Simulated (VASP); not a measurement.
CaBe3:

```xyz
4
Lattice="-1.7892 1.7892 3.9967 1.7892 -1.7892 3.9967 1.7892 1.7892 -3.9967" Properties=species:S:1:pos:R:3 pbc="T T T"
Ca    0.0000    0.0000    0.0000
Be    0.0000    0.0000    3.9967
Be    1.7892    0.0000    1.9984
Be    0.0000    1.7892    1.9984
```

- Program: VASP 6.6.1
- Task: relaxation of cell and atoms
- Functional: PBE
- Potentials or basis: VASP PAW PBE potentials, release 64 (Ca_sv, Be)
- Cutoff: 600 eV
- k mesh: 6 × 6 × 6
- Occupations: gaussian, width 0.1 eV
- Spin: no spin polarisation

At the start: pressure 15.3 GPa; volume 12.79 Å³/atom.

Question: How do energy, volume and symmetry change on relaxing?

Answer: Over 11 steps the energy falls by 459.4 meV/atom and the volume is 13.83 Å³/atom (+8.1 %); space group I4/mmm (No. 139, to 0.05 Å).

The path:
```
step  energy change (eV)  largest force (eV/Å)  pressure (GPa)  volume (Å³)
   1              0.0000                0.0000           15.28        51.18
   2             -0.9370                0.0000           -0.75        60.52
   3             -1.0405                0.0000           -4.60        64.43
   4             -1.0477                0.0000           -5.49        65.59
   5             -1.4558                0.0000           -5.19        62.75
   6             -1.7843                0.0000           -3.23        58.85
   7             -0.8420                0.0000           12.86        49.27
   8             -1.8179                0.0000           -2.42        57.78
   9             -1.8291                0.0000           -1.63        56.94
  10             -1.8299                0.0000           -1.42        56.74
  11             -1.8377                0.0000            0.06        55.34
```

Final structure:
```xyz
4
Lattice="-2.1433 2.1433 3.0116 2.1433 -2.1433 3.0116 2.1433 2.1433 -3.0116" Properties=species:S:1:pos:R:3 pbc="T T T"
Ca    0.0000    0.0000    0.0000
Be    0.0000    0.0000    3.0116
Be    2.1433    0.0000    1.5058
Be    0.0000    2.1433    1.5058
```

Caveat: the k points lie up to 0.35 Å⁻¹ apart in the final cell.
